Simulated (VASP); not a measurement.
Runs of VASP 6.6.1 on RbCl. The structure is that of space group Fm-3m (No. 225), or close to it. The cells are those of the table. 

```csv
cell,gap on the mesh (eV),pressure (GPa)
"a = 4.514 Å, angles 60.0°, 2 atoms",(a),(b)
"a = 4.752 Å, angles 60.0°, 2 atoms",4.80,(c)
"a = 4.596 Å, angles 60.0°, 2 atoms",5.12,1.6
"a = 4.826 Å, angles 60.0°, 2 atoms",4.67,-0.7
```

Alike in all rows: task single point; level PBE; potentials or basis VASP PAW PBE potentials, release 64 (Rb_sv, Cl); no spin polarisation; k mesh 4 × 4 × 4; cutoff (eV) 500; smearing gaussian 0.01 eV.

Question: Fill in the values left out.

Answer: (a) 5.31; (b) 3.0; (c) -0.1.

Caveats: some runs use coarse meshes.

A k mesh can miss the band edges, and the runs leave out spin-orbit coupling on Rb.
